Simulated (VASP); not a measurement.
A run of VASP 6.6.1:

The input INCAR:

```
SYSTEM = Mg
PREC = Accurate ; ENCUT = 520
EDIFF = 1E-7 ; ISMEAR = -1
SIGMA = 0.1 ; LREAL = .FALSE.
LASPH = .TRUE. ; NELM = 100
ALGO = Normal ; ISIF = 2
LWAVE = .FALSE. ; LCHARG = .FALSE.
GGA = CA ; NBANDS = 9
```

File KPOINTS:

```
Automatic mesh
0
G
  21 21 10
  0 0 0
```

Contents of POSCAR:

```
Mg
1.0
   -2.1134034647      1.7384147610      1.5489521901
    1.7384147610     -2.1134034647      1.5489521901
    3.8949442366      3.8949442366     -2.2357446877
Mg
2
Direct
    0.9583558781      0.0416441219      1.0000000000
    0.7916441219      0.2083558781      0.5000000000
```

Potentials or basis: VASP PAW LDA potentials, release 64 (Mg).

Command:

```console
$ cat potpaw_LDA.64/Mg/POTCAR > POTCAR
$ mpirun -np 1 vasp_std > vasp.out
```

Hardware: 1 thread of Intel(R) Xeon(R) Platinum 8259CL CPU @ 2.50GHz (Skylake/Cascade Lake) (shared host).

**Question.** Estimate the wall time of this run.

**Answer.** Wall time 2.9 min on 1 thread of Intel(R) Xeon(R) Platinum 8259CL CPU @ 2.50GHz (Skylake/Cascade Lake) (shared host), peak memory 0.51 GiB. Counts: scf iterations 10, k points 1166.
